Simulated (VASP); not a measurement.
# WS2: single point with r2SCAN

WS2, a slab with vacuum:

```xyz
3
Lattice="3.0816 0.0000 0.0000 -1.5408 2.6688 0.0000 0.0000 0.0000 18.0627" Properties=species:S:1:pos:R:3 pbc="T T T"
W     0.0000    1.7792    0.0000
S     1.5408    0.8896   16.4014
S     1.5408    0.8896    1.6614
```

This cell differs from its parent crystal: ratio of the length along z to the lengths across it x 1.1, volume and fractional coordinates fixed.

| Quantity | Value |
| --- | --- |
| Program | VASP 6.6.1 |
| Task | single point |
| Functional | r2SCAN |
| Potentials or basis | VASP PAW PBE potentials, release 64 (W_sv, S) |
| Cutoff | 520 eV |
| k mesh | 12 × 12 × 2 |
| Occupations | gaussian, width 0.05 eV |
| Spin | no spin polarisation |

The largest force is 1.290 eV/Å and the band gap on the k mesh is 1.79 eV (least direct gap 2.59 eV).

Forces in eV/Å, atoms in the order of the input:
```
W    0.000  0.000  0.000
S    0.000  0.000  1.290
S    0.000  0.000 -1.290
```

Levels at points of the mesh, in eV from the valence-band top:
```csv
k point,band 11,band 12,band 13,band 14,band 15,band 16
"(0.00, 0.00, 0.00)",-1.14,-1.14,-0.70,3.16,3.16,3.31
"(0.50, 0.00, 0.00)",-2.73,-1.13,-0.93,3.52,3.55,4.25
"(0.00, 0.00, 0.50)",-1.14,-1.14,-0.70,3.16,3.16,3.31
"(0.50, 0.00, 0.50)",-2.73,-1.13,-0.93,3.52,3.55,4.25
```

Run time: 7.5 min on 1 thread of Intel(R) Xeon(R) Platinum 8259CL CPU @ 2.50GHz (Skylake/Cascade Lake), with other jobs on the host, peak memory 0.36 GiB.

Caveat: there is no dipole correction, which matters where the two faces differ; the PAW data sets were made with another functional, which shifts forces and pressure a little; spin-orbit coupling is left out, which moves the levels of the heavy elements.
